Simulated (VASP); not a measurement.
# Zn (P6/mmm) in VASP: notebook

The runs below take Zn through single point, with LDA.

Program: VASP 6.6.1. These are calculated values, not measurements. Logs are shortened: lines on timing, memory, paths and dates and some standing lists are left out, and cuts for length are marked.

### Step 1. The cell of the first run

The structure is hexagonal, space group P6/mmm (No. 191). Conventional cell: a = 2.503 Å, b = 2.503 Å, c = 2.925 Å, α = 90.00°, β = 90.00°, γ = 120.00°. Zn (site symmetry 6/mmm) has 8 Zn at 2.50 to 2.92 Å within 3.3 Å.

### Step 2. Single point, LDA

The input, INCAR:

```
SYSTEM = Zn
PREC = Accurate
ENCUT = 520
EDIFF = 1E-6
ISMEAR = -1
SIGMA = 0.1
LREAL = .False.
LASPH = .True.
NELM = 100
ALGO = Normal
ISIF = 2
LWAVE = .False.
LCHARG = .True.
GGA = CA
LELF = .True.
LVHAR = .True.
NBANDS = 12
```

The input, KPOINTS:

```
regular mesh
0
Gamma
  17 17 16
  0 0 0
```

The input, POSCAR:

```
Zn
1.0
    2.5028417384      0.0000000000      0.0000000000
   -1.2514208692      2.1675245271      0.0000000000
    0.0000000000      0.0000000000      2.9247668428
Zn
1
Direct
    0.0000000000      0.0000000000      0.0000000000
```

Potentials or basis: VASP PAW LDA potentials, release 64 (Zn).

Command:

```bash
$ cat potpaw_LDA.64/Zn/POTCAR > POTCAR
$ mpirun -np 1 vasp_std > vasp.out
```

OUTCAR:

```text
SYSTEM = Zn
   PREC = Accurate
   ENCUT = 520
   EDIFF = 1E-6
   ISMEAR = -1
   LREAL = .False.
   LASPH = .True.
   NELM = 100
   ISIF = 2
   GGA = CA

 ion  position               nearest neighbor table
   1  0.000  0.000  0.000-

  LATTYP: Found a hexagonal cell.
 ALAT       =     2.5028417384
 C/A-ratio  =     1.1685784195

  Lattice vectors:

 A1 = (   2.5028417384,   0.0000000000,   0.0000000000)
 A2 = (  -1.2514208692,   2.1675245271,   0.0000000000)
 A3 = (   0.0000000000,   0.0000000000,   2.9247668428)

Analysis of symmetry for initial positions (statically):
=====================================================================
 Subroutine PRICEL returns:
 Original cell was already a primitive cell.

 Routine SETGRP: Setting up the symmetry group for a
 hexagonal supercell.

 Subroutine GETGRP returns: Found 24 space group operations
 (whereof 24 operations were pure point group operations)
 out of a pool of 24 trial point group operations.

The static configuration has the point symmetry D_6h.

Analysis of symmetry for dynamics (positions and initial velocities):
=====================================================================
 Subroutine PRICEL returns:
 Original cell was already a primitive cell.

 Routine SETGRP: Setting up the symmetry group for a
 hexagonal supercell.

 Subroutine GETGRP returns: Found 24 space group operations
 (whereof 24 operations were pure point group operations)
 out of a pool of 24 trial point group operations.

The dynamic configuration has the point symmetry D_6h.

 Subroutine INISYM returns: Found 24 space group operations
 (whereof 24 operations are pure point group operations),
 and found     1 'primitive' translations

----------------------------------------------------------------------------------------

                                     Primitive cell

  volume of cell :      15.8668

  direct lattice vectors                    reciprocal lattice vectors
     2.502841738  0.000000000  0.000000000     0.399545838  0.230677897  0.000000000
    -1.251420869  2.167524527  0.000000000     0.000000000  0.461355794  0.000000000
     0.000000000  0.000000000  2.924766843     0.000000000  0.000000000  0.341907596

  length of vectors
     2.502841738  2.502841738  2.924766843     0.461355794  0.461355794  0.341907596

  position of ions in fractional coordinates (direct lattice)
     0.000000000  0.000000000  0.000000000

  ion indices of the primitive-cell ions
   primitive index   ion index
                 1           1

----------------------------------------------------------------------------------------

 KPOINTS: regular mesh

Automatic generation of k-mesh.
 Grid dimensions read from file:
 generate k-points for:   17   17   16

 Generating k-lattice:

  Cartesian coordinates                     Fractional coordinates (reciprocal lattice)
     0.023502696  0.013569288  0.000000000     0.058823529  0.000000000  0.000000000
     0.000000000  0.027138576  0.000000000     0.000000000  0.058823529  0.000000000
     0.000000000  0.000000000  0.021369225     0.000000000  0.000000000  0.062500000

  Length of vectors
     0.027138576  0.027138576  0.021369225

  Shift w.r.t. Gamma in fractional coordinates (k-lattice)
     0.000000000  0.000000000  0.000000000

 Subroutine IBZKPT returns following result:
 ===========================================

 Found    297 irreducible k-points:

 Following reciprocal coordinates:
            Coordinates               Weight
  0.000000  0.000000  0.000000      1.000000
  0.058824 -0.000000  0.000000      6.000000
  0.117647 -0.000000  0.000000      6.000000
  0.176471 -0.000000  0.000000      6.000000
  0.235294 -0.000000  0.000000      6.000000
  0.294118 -0.000000  0.000000      6.000000
[... 16 lines left out ...]
  0.411765  0.117647  0.000000     12.000000
  0.176471  0.176471  0.000000      6.000000
 [... further k-points ...]
   k-points           NKPTS =    297   k-points in BZ     NKDIM =    297   number of bands    NBANDS=     12
   number of dos      NEDOS =    301   number of ions     NIONS =      1
   total plane-waves  NPLWV =   9600
   dimension x,y,z NGX =    20 NGY =   20 NGZ =   24
   dimension x,y,z NGXF=    40 NGYF=   40 NGZF=   48
   ions per type =               1
   NGX,Y,Z   is equivalent  to a cutoff of  13.28, 13.28, 13.64 a.u.
   NGXF,Y,Z  is equivalent  to a cutoff of  26.57, 26.57, 27.28 a.u.
 SYSTEM =  Zn
   PREC   = accura    normal or accurate (medium, high low for compatibility)
   ISTART =      0    job   : 0-new  1-cont  2-samecut
   ICHARG =      2    charge: 1-file 2-atom 10-const
   ISPIN  =      1    spin polarized calculation?
   LNONCOLLINEAR =      F non collinear calculations
   LSORBIT =      F    spin-orbit coupling
   LASPH  =      T    aspherical Exc in radial PAW
   ENCUT  =  520.0 eV  38.22 Ry    6.18 a.u.   4.65  4.65  5.44*2*pi/ulx,y,z
   NELM   =    100;   NELMIN=  2; NELMDL= -5     # of ELM steps
   EDIFF  = 0.1E-05   stopping-criterion for ELM
   LREAL  =      F    real-space projection
   EDIFFG = 0.1E-04   stopping-criterion for IOM
   NSW    =      0    number of steps for IOM
   IBRION =     -1    ionic relax: 0-MD 1-quasi-New 2-CG
   NFREE  =      0    steps in history (QN), initial steepest desc. (CG)
   ISIF   =      2    stress and relaxation
   ISYM   =      2    0-nonsym 1-usesym 2-fastsym
   POTIM  = 0.5000    time-step for ionic-motion
   TEBEG  =    0.0;   TEEND  =   0.0 temperature during run
   PSTRESS=    0.0 pullay stress
   NELECT =      12.0000    total number of electrons
   NUPDOWN=      -1.0000    fix difference up-down
   EMIN   =  10.00;   EMAX   =-10.00  energy-range for DOS
   EFERMI =   0.00;   METHOD = LEGACY
   ISMEAR =    -1;   SIGMA  =   0.10  broadening in eV -4-tet -1-fermi 0-gaus
   EFERMI_NEDOS =   21; number of points for ismear=-14 and -15
   IALGO  =     38    algorithm
   IMIX   =      4    mixing-type and parameters
     AMIX     =   0.40;   BMIX     =  1.00
     AMIX_MAG =   1.60;   BMIX_MAG =  1.00
  volume/ion in A,a.u.               =      15.87       107.07
  Fermi-wavevector in a.u.,A,eV,Ry     =   1.491554  2.818629 30.269341  2.224734
  Thomas-Fermi vector in A             =   2.604194
   LORBIT       =      0    0 simple, 1 ext, 2 COOP (PROOUT), +10 PAW based schemes
   GGA     = CA    functional components
   LHFCALC =     F    Hartree Fock is set to
   AEXX    =    0.0000 exact exchange contribution
   IVDW    =     0    specifies the selected vdW correction
   LEPSILON=     F    determine dielectric tensor
   LRPA    =     F    only Hartree local field effects (RPA)
 non-spin polarized calculation
  energy-cutoff  :      520.00
  volume of cell :       15.87
 maximum number of plane-waves:       443
 NGX is ok and might be reduce to    20
   NGX =  9   NGY =  9   NGZ = 11

 number of electron      11.9999991 magnetization

 Free energy of the ion-electron system (eV)
  ---------------------------------------------------
  ext. energy  EPLUGINS =         0.00000000
  ---------------------------------------------------
  free energy    TOTEN  =        -1.73390651 eV

  energy without entropy =       -1.72545766  energy(sigma->0) =       -1.72968208

 E-fermi :   2.4761     XC(G=0): -11.5549

 val. band max:        2.4663688287   @ k =   0.4118   0.1176   0.3750
 cond. band min:       2.5081070335   @ k =   0.4118   0.1765   0.2500
 fundamental gap:      0.0417382049
 Fermi energy:         2.4760890783

 k-point     1 :       0.0000    0.0000    0.0000
  band No.  band energies     occupation
      1      -7.7676      2.00000
      2      -5.8172      2.00000
      3      -5.3728      2.00000
      4      -5.3728      2.00000
      5      -4.6481      2.00000
      6      -4.6481      2.00000
      7       9.3468      0.00000
      8      13.7119      0.00000
      9      23.7677      0.00000
     10      23.7677      0.00000
     11      24.4145      0.00000
     12      26.6896      0.00000

 k-point     2 :       0.0588   -0.0000    0.0000
  band No.  band energies     occupation
      1      -7.6497      2.00000
      2      -5.7980      2.00000
      3      -5.3919      2.00000
      4      -5.3401      2.00000
      5      -4.6776      2.00000
      6      -4.6532      2.00000
      7       9.4922      0.00000
      8      13.7739      0.00000
      9      21.7715      0.00000
     10      22.8277      0.00000
     11      23.8419      0.00000
     12      27.8102      0.00000

 k-point     3 :       0.1176   -0.0000    0.0000
  band No.  band energies     occupation
      1      -7.3047      2.00000
      2      -5.7421      2.00000
      3      -5.4384      2.00000
      4      -5.2458      2.00000
      5      -4.7605      2.00000
      6      -4.6676      2.00000
      7       9.9219      0.00000
      8      13.9431      0.00000
      9      18.6920      0.00000
     10      21.3040      0.00000
     11      23.1120      0.00000
     12      29.8762      0.00000
[... 286 lines left out ...]
 k-point    23 :       0.4118    0.1176    0.0000
  band No.  band energies     occupation
      1      -6.1699      2.00000
      2      -5.3709      2.00000
      3      -5.2370      2.00000
      4      -4.8608      2.00000
      5      -4.5843      2.00000
      6       0.4002      2.00000
      7       3.0488      0.00649
      8      12.1435      0.00000
      9      17.0616      0.00000
     10      19.1113      0.00000
     11      21.1439      0.00000
     12      22.2287      0.00000

 k-point    24 :       0.1765    0.1765    0.0000
  band No.  band energies     occupation
      1      -5.7011      2.00000
      2      -5.6570      2.00000
      3      -5.2927      2.00000
      4      -5.1424      2.00000
      5      -4.7964      2.00000
      6      -3.7918      2.00000
      7      11.3861      0.00000
      8      11.8912      0.00000
      9      12.9728      0.00000
     10      16.3103      0.00000
     11      27.7354      0.00000
     12      28.5837      0.00000

 [... further k-points ...]

------------------------ aborting loop because EDIFF is reached ----------------------------------------

  FORCE on cell =-STRESS in cart. coord.  units (eV):
  Direction    XX          YY          ZZ          XY          YZ          ZX
  --------------------------------------------------------------------------------------
  -------------------------------------------------------------------------------------
  Total       -0.0954358     -0.0954358     -0.1488388      0.0000000      0.0000000      0.0000000
  in kB       -9.6368058     -9.6368058    -15.0292747      0.0000000      0.0000000      0.0000000
  external PRESSURE =     -11.4342954 kB  Pullay stress =       0.0000000 kB

 VOLUME and BASIS-vectors are now :
 -----------------------------------------------------------------------------
  energy-cutoff  :      520.00
  volume of cell :       15.87
      direct lattice vectors                 reciprocal lattice vectors
     2.502841738  0.000000000  0.000000000     0.399545838  0.230677897  0.000000000
    -1.251420869  2.167524527  0.000000000     0.000000000  0.461355794  0.000000000
     0.000000000  0.000000000  2.924766843     0.000000000  0.000000000  0.341907596

 POSITION                                       TOTAL-FORCE (eV/Angst)
 -----------------------------------------------------------------------------------
      0.00000      0.00000      0.00000         0.000000      0.000000      0.000000
 -----------------------------------------------------------------------------------
    total drift:                               -0.000000      0.000000      0.000000

  FREE ENERGIE OF THE ION-ELECTRON SYSTEM (eV)
  ---------------------------------------------------
  free  energy   TOTEN  =        -1.7339065074 eV

  energy  without entropy=       -1.7254576626  energy(sigma->0) =       -1.72968208
```

Wall time 66 s (1 thread of Intel Xeon 8259CL, shared host); peak memory 0.16 GiB.

Results:

```yaml
Free_energy: -1.7339 eV
Pressure: -1.1 GPa
Band_gap_on_the_k_mesh: zero (band 6 reaches 5.89 eV, above the bottom of band 7 at -1.52 eV)
```

Stress tensor (GPa, compression positive):
```
-0.96  0.00  0.00
 0.00 -0.96  0.00
 0.00  0.00 -1.50
```

Levels at points of the mesh, in eV from the Fermi level:
```csv
k point,band 4,band 5,band 6,band 7,band 8,band 9
"(0.00, 0.00, 0.00)",-7.85,-7.12,-7.12,6.87,11.24,21.29
"(0.00, 0.00, 0.50)",-7.23,-7.23,-5.19,-4.00,24.22,24.78
```

### Step 3. Single point, LDA

The input, INCAR:

```
SYSTEM = Zn
ALGO     = Normal         ! electronic algorithm
EDIFF    = 1E-7           ! SCF threshold, eV
ENCUT    = 520            ! plane-wave cutoff, eV
GGA      = CA             ! functional
ISIF     = 2              ! what is computed and relaxed
ISMEAR   = -1             ! smearing method
LASPH    = .True.         ! aspherical terms in the spheres
LCHARG   = .True.         ! write CHGCAR
LELF     = .True.         ! ELF
LREAL    = .False.        ! projectors in reciprocal space
LVHAR    = .True.       
LWAVE    = .False.        ! write WAVECAR
NBANDS   = 12             ! bands
NELM     = 60             ! most SCF steps
PREC     = Accurate       ! precision mode
SIGMA    = 0.1            ! smearing width, eV
```

The input, KPOINTS:

```
k-points
0
Gamma
  17 17 16
  0 0 0
```

The input, POSCAR:

```
Zn
1.0
    2.5026886587      0.0000000000      0.0000000000
   -1.2513443294      2.1673919562      0.0000000000
    0.0000000000      0.0000000000      2.9247704758
Zn
1
Direct
    0.0000000000      0.0000000000      0.0000000000
```

Potentials or basis: VASP PAW LDA potentials, release 64 (Zn).

Command:

```bash
$ cat potpaw_LDA.64/Zn/POTCAR > POTCAR
$ mpirun -np 1 vasp_std > vasp.out
```

OUTCAR:

```text
SYSTEM = Zn
   EDIFF = 1E-7
   ENCUT = 520
   GGA = CA
   ISIF = 2
   ISMEAR = -1
   LASPH = .True.
   LREAL = .False.
   NELM = 60
   PREC = Accurate

 ion  position               nearest neighbor table
   1  0.000  0.000  0.000-

  LATTYP: Found a hexagonal cell.
 ALAT       =     2.5026886587
 C/A-ratio  =     1.1686513485

  Lattice vectors:

 A1 = (   2.5026886587,   0.0000000000,   0.0000000000)
 A2 = (  -1.2513443294,   2.1673919562,   0.0000000000)
 A3 = (   0.0000000000,   0.0000000000,   2.9247704758)

[... 537 lines left out ...]
     12      28.5871      0.00000

 [... further k-points ...]

------------------------ aborting loop because EDIFF is reached ----------------------------------------

  FORCE on cell =-STRESS in cart. coord.  units (eV):
  Direction    XX          YY          ZZ          XY          YZ          ZX
  --------------------------------------------------------------------------------------
  -------------------------------------------------------------------------------------
  Total       -0.0928405     -0.0928405     -0.1473037      0.0000000     -0.0000000      0.0000000
  in kB       -9.3758745     -9.3758745    -14.8760711      0.0000000     -0.0000000      0.0000000
  external PRESSURE =     -11.2092734 kB  Pullay stress =       0.0000000 kB

 VOLUME and BASIS-vectors are now :
 -----------------------------------------------------------------------------
  energy-cutoff  :      520.00
  volume of cell :       15.86
      direct lattice vectors                 reciprocal lattice vectors
     2.502688659  0.000000000  0.000000000     0.399570277  0.230692007  0.000000000
    -1.251344329  2.167391956  0.000000000     0.000000000  0.461384014  0.000000000
     0.000000000  0.000000000  2.924770476     0.000000000  0.000000000  0.341907171

 POSITION                                       TOTAL-FORCE (eV/Angst)
 -----------------------------------------------------------------------------------
      0.00000      0.00000      0.00000        -0.000000      0.000000      0.000000
 -----------------------------------------------------------------------------------
    total drift:                               -0.000000      0.000000      0.000000

  FREE ENERGIE OF THE ION-ELECTRON SYSTEM (eV)
  ---------------------------------------------------
  free  energy   TOTEN  =        -1.7339178861 eV

  energy  without entropy=       -1.7254716016  energy(sigma->0) =       -1.72969474
```

It took 71 s on 1 thread of Intel Xeon 8259CL, shared host; peak memory 0.16 GiB.

Results:

```yaml
Free_energy: -1.7339 eV
Pressure: -1.1 GPa
Band_gap_on_the_k_mesh: zero (band 6 reaches 5.89 eV, above the bottom of band 7 at -1.52 eV)
```

Stress tensor (GPa, compression positive):
```
-0.94  0.00  0.00
 0.00 -0.94  0.00
 0.00  0.00 -1.49
```
